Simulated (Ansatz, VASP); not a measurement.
**KTaO3 in VASP and in Ansatz**

The input INCAR:

```
SYSTEM = KTaO3
ALGO     = Normal         ! electronic algorithm
EDIFF    = 1E-6           ! SCF threshold, eV
ENCUT    = 520            ! plane-wave cutoff, eV
GGA      = PE             ! functional
ISIF     = 2              ! what is computed and relaxed
ISMEAR   = 0              ! smearing method
LASPH    = .True.         ! aspherical terms in the spheres
LCHARG   = .False.        ! write CHGCAR
LREAL    = .False.        ! projectors in reciprocal space
LWAVE    = .False.        ! write WAVECAR
NBANDS   = 27             ! bands
NELM     = 60             ! most SCF steps
PREC     = Accurate       ! precision mode
SIGMA    = 0.05           ! smearing width, eV
```

Contents of KPOINTS:

```
k-points
0
Gamma
  8 8 8
  0 0 0
```

The input POSCAR:

```
KTaO3
1.0
    3.9909476257      0.1036609773      0.1036609773
    0.1036609773      3.9909476257      0.1036609773
    0.1036609773      0.1036609773      3.9909476257
K Ta O
1 1 3
Direct
    0.5000000000      0.5000000000      0.5000000000
    0.0000000000      0.0000000000      0.0000000000
    0.5000000000      0.0000000000      0.0000000000
    0.0000000000      0.5000000000      0.0000000000
    0.0000000000      0.0000000000      0.5000000000
```

Input for Ansatz:

```yaml
crystal:
  lattice:
    - [3.9909476257, 0.1036609773, 0.1036609773]
    - [0.1036609773, 3.9909476257, 0.1036609773]
    - [0.1036609773, 0.1036609773, 3.9909476257]
  atoms:
    - { symbol: K, position: [0.5, 0.5, 0.5] }
    - { symbol: Ta, position: [0.0, 0.0, 0.0] }
    - { symbol: O, position: [0.5, 0.0, 0.0] }
    - { symbol: O, position: [0.0, 0.5, 0.0] }
    - { symbol: O, position: [0.0, 0.0, 0.5] }
basis:
  ecutwfc: 420
kpoints:
  mp_grid: { grid: [8, 8, 8] }
hamiltonian:
  xc: pbe
scf:
  occupations: { method: gaussian, width: 0.05 }
output:
  forces: true
  stress: true
  eigenvalues: true
```

Alike in both runs: task single point; functional PBE; k mesh 8 × 8 × 8; occupations gaussian, width 0.05 eV; no spin polarisation.

|  | VASP | Ansatz |
| --- | --- | --- |
| version | VASP 6.6.1 | Ansatz 0.2.0 |
| potentials or method | VASP PAW PBE potentials, release 64 (K_sv, Ta_pv, O), cutoff 520 eV | scalar-relativistic, plane waves, PAW |
| valence electrons in the cell | 38 | 40 |

```tsv
	VASP	Ansatz	Ansatz less VASP
gap on the k mesh at the Fermi level (eV)	2.00	2.05	+0.047
least direct gap on the mesh (eV)	2.51	2.54	+0.038
pressure (GPa)	6.0	5.3	-0.67
traceless stress, the component that is largest in VASP (GPa)	-5.21	-5.20	+0.004
```

VASP's potentials hold 38 valence electrons a cell and Ansatz's 40, so a difference there can come from the potentials and not from the codes.

Neither program's run includes spin-orbit coupling.
